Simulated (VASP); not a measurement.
# BaTaH4 (Pmm2) in VASP: further runs, part 2 of 2

VASP 6.6.1. The steps go on from the part before.

**4. Single point, PBE**

This run uses another cell than the first one, of 11.17 Å³/atom.

INCAR

```
ALGO = Normal ; EDIFF = 1E-7
ENCUT = 520 ; GGA = PE
ISIF = 2 ; ISMEAR = 0
LASPH = T ; LCHARG = F
LREAL = F ; LWAVE = F
NBANDS = 22 ; NELM = 100
PREC = Accurate ; SIGMA = 0.1
```

KPOINTS

```
k-points
0
Gamma
  12 12 6
```

POSCAR

```
BaTaH4
1.0
    3.0030425596      0.0000000000      0.0000000000
    0.0000000000      3.2750845227      0.0000000000
    0.0000000000      0.0000000000      6.8163411515
Ba Ta H
1 1 4
Direct
    0.0000000000      0.0000000000      0.9689644997
    0.0000000000      0.5000000000      0.4510761251
    0.5000000000      0.0000000000      0.3757198224
    0.5000000000      0.5000000000      0.8468450691
    0.5000000000      0.5000000000      0.2442090483
    0.5000000000      0.0000000000      0.6131854354
```

Started as:

```bash
cat potpaw_PBE.64/Ba_sv/POTCAR potpaw_PBE.64/Ta_pv/POTCAR potpaw_PBE.64/H/POTCAR > POTCAR
mpirun -np 1 vasp_std > vasp.out
```

Wall time 4.6 min (1 thread of Intel Xeon 8259CL, shared host); peak memory 0.42 GiB.

The run converged. Its results:

```
Free energy            : -24.4753 eV
Pressure               : 1.7 GPa
Largest force          : 0.114 eV/Å
Band gap on the k mesh : zero (an odd number of electrons rules out a gap without spin polarisation)
```

Forces in eV/Å, atoms in the order of the input:
```
Ba   0.000  0.000  0.082
Ta   0.000  0.000  0.005
H    0.000  0.000  0.022
H    0.000  0.000 -0.114
H    0.000  0.000  0.045
H    0.000  0.000 -0.040
```

Stress tensor (GPa, compression positive):
```
2.28 0.00 0.00
0.00 1.95 0.00
0.00 0.00 0.93
```

Levels at points of the mesh, in eV from the Fermi level:
| k point | band 10 | band 11 | band 12 | band 13 | band 14 | band 15 |
| --- | --- | --- | --- | --- | --- | --- |
| (0.00, 0.00, 0.00) | -4.73 | -2.42 | -2.04 | -0.26 | 0.81 | 1.71 |
| (0.50, 0.00, 0.00) | -3.45 | -2.26 | -0.83 | -0.38 | 0.67 | 1.48 |
| (0.00, 0.50, 0.00) | -3.99 | -3.99 | -1.67 | 0.91 | 1.01 | 1.65 |
| (0.50, 0.50, 0.00) | -4.96 | -2.27 | -0.70 | 0.01 | 1.00 | 1.09 |
| (0.00, 0.00, 0.50) | -3.78 | -2.85 | -1.93 | -0.26 | 0.99 | 1.79 |
| (0.50, 0.00, 0.50) | -3.09 | -2.75 | -0.37 | -0.10 | 0.47 | 0.75 |
| (0.00, 0.50, 0.50) | -4.69 | -3.28 | -1.95 | 0.86 | 1.00 | 1.88 |
| (0.50, 0.50, 0.50) | -4.51 | -1.34 | -1.19 | -1.12 | 0.07 | 0.80 |

Caveat: spin-orbit coupling is left out, which moves the levels of the heavy elements.

**5. Relaxation of cell and atoms, PBE**

This run uses another cell than the first one, of 11.30 Å³/atom.

INCAR

```
SYSTEM = BaTaH4
PREC     = Accurate       ! precision mode
ENCUT    = 600            ! plane-wave cutoff, eV
EDIFF    = 1E-6           ! SCF threshold, eV
ISMEAR   = 0              ! smearing method
SIGMA    = 0.1            ! smearing width, eV
LREAL    = .False.        ! projectors in reciprocal space
LASPH    = .True.         ! aspherical terms in the spheres
NELM     = 60             ! most SCF steps
ALGO     = Normal         ! electronic algorithm
ISIF     = 3              ! what is computed and relaxed
LWAVE    = .False.        ! write WAVECAR
LCHARG   = .False.        ! write CHGCAR
GGA      = PE             ! functional
IBRION   = 2              ! ionic algorithm
NSW      = 90             ! ionic steps
EDIFFG   = -0.04          ! ionic threshold
```

KPOINTS

```
regular mesh
0
Gamma
  6 6 4
  0 0 0
```

POSCAR

```
BaTaH4
1.0
    3.0536861493      0.0000000000      0.0000000000
    0.0000000000      3.2361863058      0.0000000000
    0.0000000000      0.0000000000      6.8600257157
Ba Ta H
1 1 4
Direct
    0.0000000000      0.0000000000      0.9667662811
    0.0000000000      0.5000000000      0.4464622845
    0.5000000000      0.0000000000      0.3736806959
    0.5000000000      0.5000000000      0.8543271926
    0.5000000000      0.5000000000      0.2496774697
    0.5000000000      0.0000000000      0.6090860762
```

Potentials or basis: VASP PAW PBE potentials, release 64 (Ba_sv, Ta_pv, H).

Started as:

```bash
cat potpaw_PBE.64/Ba_sv/POTCAR potpaw_PBE.64/Ta_pv/POTCAR potpaw_PBE.64/H/POTCAR > POTCAR
mpirun -np 1 vasp_std > vasp.out
```

OUTCAR:

```text
SYSTEM = BaTaH4
   PREC = Accurate
   ENCUT = 600
   EDIFF = 1E-6
   ISMEAR = 0
   LREAL = .False.
   LASPH = .True.
   NELM = 60
   ISIF = 3
   GGA = PE
   IBRION = 2
   NSW = 90
   EDIFFG = -0.04

 ion  position               nearest neighbor table
   1  0.000  0.000  0.967-   4 2.35   4 2.35   4 2.35   4 2.35   2 3.67   2 3.67   2 3.92   2 3.92

   2  0.000  0.500  0.446-   5 2.04   5 2.04   1 3.67   1 3.67   1 3.92   1 3.92
   3  0.500  0.000  0.374-
   4  0.500  0.500  0.854-   1 2.35   1 2.35   1 2.35   1 2.35
   5  0.500  0.500  0.250-   2 2.04   2 2.04
   6  0.500  0.000  0.609-

  LATTYP: Found a simple orthorhombic cell.
 ALAT       =     3.0536861493
 B/A-ratio  =     1.0597638878
 C/A-ratio  =     2.2464737305

[... 470 lines left out ...]

 Free energy of the ion-electron system (eV)
  ---------------------------------------------------
  ext. energy  EPLUGINS =         0.00000000
  ---------------------------------------------------
  free energy    TOTEN  =       -24.44602888 eV

  energy without entropy =      -24.42448589  energy(sigma->0) =      -24.43525739

 E-fermi :   4.1977     XC(G=0): -10.3821

 val. band max:        4.1924713503   @ k =   0.3333   0.3333   0.5000
 cond. band min:       4.2011401642   @ k =   0.3333   0.3333   0.0000
 fundamental gap:      0.0086688139
 Fermi energy:         4.1977335534

 k-point     1 :       0.0000    0.0000    0.0000
  band No.  band energies     occupation
      1     -31.2513      2.00000
      2     -31.2214      2.00000
      3     -30.9674      2.00000
      4     -24.7656      2.00000
      5     -10.0848      2.00000
      6      -8.4972      2.00000
[... 433 lines left out ...]
      3     -31.1929      2.00000
      4     -23.8312      2.00000
      5     -12.0753      2.00000
      6      -9.0371      2.00000
[... 8 lines left out ...]
     15       4.8441      0.00000
     16       6.2453      0.00000

 [... further k-points ...]
[... 5 lines left out ...]
  --------------------------------------------------------------------------------------
  -------------------------------------------------------------------------------------
  Total       -0.1267862     -0.1529481     -0.0627602      0.0000000      0.0000000      0.0000000
  in kB       -2.9362494     -3.5421344     -1.4534668      0.0000000      0.0000000      0.0000000
  external PRESSURE =      -2.6439502 kB  Pullay stress =       0.0000000 kB
[... 21 lines left out ...]
  FREE ENERGIE OF THE ION-ELECTRON SYSTEM (eV)
  ---------------------------------------------------
  free  energy   TOTEN  =       -24.4460288815 eV

  energy  without entropy=      -24.4244858943  energy(sigma->0) =      -24.43525739

 reached required accuracy - stopping structural energy minimisation
```

CONTCAR:

```text
BaTaH4
   1.00000000000000
     3.0360484778102279    0.0000000000000000    0.0000000000000000
     0.0000000000000000    3.3124000603122026    0.0000000000000000
     0.0000000000000000    0.0000000000000000    6.8792049079655113
  Ba              Ta              H
     1     1     4
Direct
     0.0000000000000000    0.0000000000000000    0.9738019481429280
     0.0000000000000000    0.5000000000000000    0.4504999384701520
     0.5000000000000000    0.0000000000000000    0.3736825722478681
     0.5000000000000000    0.5000000000000000    0.8497859938941449
     0.5000000000000000    0.5000000000000000    0.2477333680123494
     0.5000000000000000    0.0000000000000000    0.6044961792325646

  0.00000000E+00  0.00000000E+00  0.00000000E+00
  0.00000000E+00  0.00000000E+00  0.00000000E+00
  0.00000000E+00  0.00000000E+00  0.00000000E+00
  0.00000000E+00  0.00000000E+00  0.00000000E+00
  0.00000000E+00  0.00000000E+00  0.00000000E+00
  0.00000000E+00  0.00000000E+00  0.00000000E+00
```

Wall time 5.5 min (1 thread of Intel Xeon 8259CL, shared host); peak memory 0.25 GiB.

Results:

- Free energy: -24.4460 eV
- Relaxed volume: 11.53 Å³/atom
- Relaxed cell: a = 3.036 Å, b = 3.312 Å, c = 6.879 Å, α = 90.00°, β = 90.00°, γ = 90.00°
- Space group after relaxing (to 0.1 Å): Pmm2 (No. 25)
- Energy gained by relaxing: 3.9 meV/atom
- Ionic steps: 8
- Pressure after relaxing: -0.3 GPa
- Largest force after relaxing: 0.034 eV/Å
- Band gap on the k mesh: zero (an odd number of electrons rules out a gap without spin polarisation)

Forces on the atoms (eV/Å):
```
Ba   0.000  0.000 -0.005
Ta   0.000  0.000  0.018
H    0.000  0.000 -0.007
H    0.000  0.000 -0.034
H    0.000  0.000  0.028
H    0.000  0.000  0.001
```

The path:
```
step  energy change (eV)  largest force (eV/Å)  pressure (GPa)  volume (Å³)
   1              0.0000                0.1728            1.89        67.79
   2             -0.0154                0.1171            0.18        69.11
   3             -0.0166                0.1047           -0.46        69.64
   4             -0.0196                0.0839           -0.25        69.50
   5             -0.0207                0.0630           -0.02        69.35
   6             -0.0207                0.0608            0.00        69.33
   7             -0.0217                0.0456           -0.06        69.30
   8             -0.0231                0.0340           -0.26        69.18
```

Final structure:
```yaml
crystal:
  lattice:
    - [3.03605, 0.00000, 0.00000]
    - [0.00000, 3.31240, 0.00000]
    - [0.00000, 0.00000, 6.87920]
  atoms:
    - { symbol: Ba, position: [0.00000, 0.00000, 0.97380] }
    - { symbol: Ta, position: [0.00000, 0.50000, 0.45050] }
    - { symbol: H, position: [0.50000, 0.00000, 0.37368] }
    - { symbol: H, position: [0.50000, 0.50000, 0.84979] }
    - { symbol: H, position: [0.50000, 0.50000, 0.24773] }
    - { symbol: H, position: [0.50000, 0.00000, 0.60450] }
```

Levels at points of the mesh, in eV from the Fermi level:
```
           k point  band 10  band 11  band 12  band 13  band 14  band 15
(0.00, 0.00, 0.00)    -4.71    -2.47    -1.97    -0.25     0.68     1.54
(0.50, 0.00, 0.00)    -3.48    -2.39    -0.88    -0.50     0.70     1.40
(0.00, 0.50, 0.00)    -3.96    -3.94    -1.71     0.80     0.85     1.48
(0.50, 0.50, 0.00)    -4.94    -2.14    -0.76    -0.11     0.93     1.02
(0.00, 0.00, 0.50)    -3.81    -2.83    -1.94    -0.27     0.85     1.60
(0.50, 0.00, 0.50)    -3.14    -2.82    -0.49    -0.20     0.48     0.66
(0.00, 0.50, 0.50)    -4.61    -3.32    -1.98     0.76     0.84     1.72
(0.50, 0.50, 0.50)    -4.52    -1.21    -1.21    -1.14     0.03     0.70
```

Caveat: spin-orbit coupling is left out, which moves the levels of the heavy elements.

**6. Relaxation of cell and atoms, PBE**

This run uses another cell than the first one, of 11.16 Å³/atom.

INCAR

```
SYSTEM = BaTaH4
PREC = Accurate
ENCUT = 600
EDIFF = 1E-6
ISMEAR = 0
SIGMA = 0.1
LREAL = .False.
LASPH = .True.
NELM = 80
ALGO = Normal
ISIF = 3
LWAVE = .False.
LCHARG = .False.
GGA = PE
IBRION = 2
NSW = 100
EDIFFG = -0.01
```

KPOINTS

```
regular mesh
0
Gamma
  12 12 6
  0 0 0
```

POSCAR

```
BaTaH4
1.0
    3.0055845550      0.0000000000      0.0000000000
    0.0000000000      3.2663968914      0.0000000000
    0.0000000000      0.0000000000      6.8217074427
Ba Ta H
1 1 4
Direct
    0.0000000000      0.0000000000      0.9733305381
    0.0000000000      0.5000000000      0.4527578396
    0.5000000000      0.0000000000      0.3716813076
    0.5000000000      0.5000000000      0.8489650471
    0.5000000000      0.5000000000      0.2436728839
    0.5000000000      0.0000000000      0.6095923837
```

Potentials or basis: VASP PAW PBE potentials, release 64 (Ba_sv, Ta_pv, H).

Started as:

```bash
cat potpaw_PBE.64/Ba_sv/POTCAR potpaw_PBE.64/Ta_pv/POTCAR potpaw_PBE.64/H/POTCAR > POTCAR
mpirun -np 1 vasp_std > vasp.out
```

Wall time 30 min (1 thread of Intel Xeon 8259CL, shared host); peak memory 0.46 GiB.

Results (log left out):

* Free energy: -24.4890 eV
* Relaxed volume: 11.39 Å³/atom
* Relaxed cell: a = 3.023 Å, b = 3.306 Å, c = 6.836 Å, α = 90.00°, β = 90.00°, γ = 90.00°
* Space group after relaxing (to 0.1 Å): Pmm2 (No. 25)
* Energy gained by relaxing: 2.5 meV/atom
* Ionic steps: 15
* Pressure after relaxing: 0.0 GPa
* Largest force after relaxing: 0.009 eV/Å
* Band gap on the k mesh: zero (an odd number of electrons rules out a gap without spin polarisation)

Forces in eV/Å, atoms in the order of the input:
```
Ba   0.000  0.000 -0.007
Ta   0.000  0.000  0.003
H    0.000  0.000 -0.006
H    0.000  0.000 -0.001
H    0.000  0.000  0.009
H    0.000  0.000  0.003
```

The path:
| step | energy change (eV) | largest force (eV/Å) | pressure (GPa) | volume (Å³) |
| --- | --- | --- | --- | --- |
| 1 | 0.0000 | 0.1191 | 1.76 | 66.97 |
| 2 | -0.0096 | 0.1124 | 0.21 | 68.17 |
| 3 | -0.0100 | 0.1169 | -0.16 | 68.47 |
| 4 | -0.0118 | 0.0766 | -0.10 | 68.52 |
| 5 | -0.0126 | 0.0658 | 0.02 | 68.57 |
| 6 | -0.0133 | 0.0459 | -0.01 | 68.61 |
| 7 | -0.0141 | 0.0314 | -0.09 | 68.69 |
| 8 | -0.0143 | 0.0309 | 0.02 | 68.57 |
| 9 | -0.0144 | 0.0300 | 0.18 | 68.37 |
| 10 | -0.0145 | 0.0266 | 0.15 | 68.37 |
| 11 | -0.0147 | 0.0163 | 0.06 | 68.37 |
| 12 | -0.0147 | 0.0226 | -0.13 | 68.37 |
| 13 | -0.0148 | 0.0125 | -0.03 | 68.37 |
| 14 | -0.0149 | 0.0110 | -0.02 | 68.35 |
| 15 | -0.0149 | 0.0085 | 0.00 | 68.32 |

Final structure:
```
Ba Ta H
1.0
     3.02261    0.00000    0.00000
     0.00000    3.30631    0.00000
     0.00000    0.00000    6.83639
Ba Ta H
1 1 4
Cartesian
  0.0000 0.0000 6.6343
  0.0000 1.6532 3.0928
  1.5113 0.0000 2.5835
  1.5113 1.6532 5.7470
  1.5113 1.6532 1.7016
  1.5113 0.0000 4.1681
```

Levels at points of the mesh, in eV from the Fermi level:
| k point | band 8 | band 9 | band 10 | band 11 | band 12 | band 13 | band 14 | band 15 | band 16 |
| --- | --- | --- | --- | --- | --- | --- | --- | --- | --- |
| (0.00, 0.00, 0.00) | -9.98 | -5.01 | -4.73 | -2.36 | -1.88 | -0.26 | 0.76 | 1.67 | 2.42 |
| (0.50, 0.00, 0.00) | -7.31 | -6.03 | -3.41 | -2.30 | -0.83 | -0.41 | 0.77 | 1.45 | 1.53 |
| (0.00, 0.50, 0.00) | -6.83 | -6.45 | -4.05 | -3.89 | -1.64 | 0.83 | 1.00 | 1.73 | 2.03 |
| (0.50, 0.50, 0.00) | -7.50 | -6.00 | -4.94 | -2.16 | -0.67 | 0.00 | 0.98 | 1.06 | 1.42 |
| (0.00, 0.00, 0.50) | -9.54 | -6.21 | -3.79 | -2.70 | -1.87 | -0.26 | 0.94 | 1.74 | 2.73 |
| (0.50, 0.00, 0.50) | -7.48 | -5.58 | -3.05 | -2.78 | -0.40 | -0.11 | 0.61 | 0.69 | 1.58 |
| (0.00, 0.50, 0.50) | -6.78 | -6.53 | -4.57 | -3.36 | -1.93 | 0.79 | 0.98 | 1.94 | 2.00 |
| (0.50, 0.50, 0.50) | -7.59 | -6.23 | -4.47 | -1.21 | -1.15 | -1.11 | 0.04 | 0.78 | 2.46 |

Caveat: spin-orbit coupling is left out, which moves the levels of the heavy elements.

**7. The runs side by side**

| task | potentials or basis | cell | k mesh | cutoff (eV) | gap on the mesh (eV) | pressure (GPa) | relaxed volume (Å³/atom) | largest force (eV/Å) |
| --- | --- | --- | --- | --- | --- | --- | --- | --- |
| single point | VASP PAW PBE potentials, release 64 (Ba_sv, Ta_sv_GW, H) | a = 3.267, b = 3.835, c = 6.062 Å, 6 atoms, atomic positions A | 6 × 4 × 4 | 500 | none | -2.8 | - | 4.32 |
| relaxation of cell and atoms | VASP PAW PBE potentials, release 64 (Ba_sv, Ta_pv, H) | relaxed from a = 3.267, b = 3.835, c = 6.062 Å, 6 atoms, atomic positions A | 6 × 4 × 4 | 600 | none | -0.1 | 11.60 | 0.04 |
| single point | VASP PAW PBE potentials, release 64 (Ba_sv, Ta_pv, H) | a = 3.003, b = 3.275, c = 6.816 Å, 6 atoms, atomic positions B | 12 × 12 × 6 | 520 | none | 1.7 | - | 0.11 |
| relaxation of cell and atoms | VASP PAW PBE potentials, release 64 (Ba_sv, Ta_pv, H) | relaxed from a = 3.054, b = 3.236, c = 6.860 Å, 6 atoms, atomic positions C | 6 × 6 × 4 | 600 | none | -0.3 | 11.53 | 0.03 |
| relaxation of cell and atoms | VASP PAW PBE potentials, release 64 (Ba_sv, Ta_pv, H) | relaxed from a = 3.006, b = 3.266, c = 6.822 Å, 6 atoms, atomic positions D | 12 × 12 × 6 | 600 | none | 0.0 | 11.39 | 0.01 |

Alike in all rows: level PBE; no spin polarisation; smearing gaussian 0.1 eV.

Caveats: some runs use coarse meshes; spin-orbit coupling is left out, which moves the levels of the heavy elements; forces of over 1 eV/Å act on the atoms, so gaps and moduli don't describe the material at rest (at least some runs); a cell axis changed by over 15 % at a fixed basis, so the end point is rough (at least some runs).

Absolute energies hang on the potentials; compare differences alone.
